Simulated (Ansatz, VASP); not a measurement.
**Be2C: VASP beside Ansatz**

```
C Be
1.0
     0.00000    2.13866    2.13866
     2.13866    0.00000    2.13866
     2.13866    2.13866    0.00000
C Be
1 2
Cartesian
  0.0000 0.0000 0.0000
  1.0693 1.0693 1.0693
  3.2080 3.2080 3.2080
```

Alike in both runs: task single point; functional r2SCAN; k mesh 8 × 8 × 8; no spin polarisation.

|  | VASP | Ansatz |
| --- | --- | --- |
| version | VASP 6.6.1 | Ansatz 0.2.0 |
| potentials or method | VASP PAW PBE potentials, release 64 (C, Be) | plane waves, PAW |
| plane-wave cutoff (eV) | 660 | 500 |
| occupations | gaussian, width 0.01 eV | fixed |
| valence electrons in the cell | 8 | 8 |

VASP gave:

```
gap on the k mesh at the Fermi level (eV) : 1.54
pressure (GPa)                            : 7.4
```

Q: Estimate Ansatz's values.

A: gap on the k mesh at the Fermi level (eV): 1.55; pressure (GPa): 6.6.

VASP's potentials were made for PBE, not for r2SCAN.
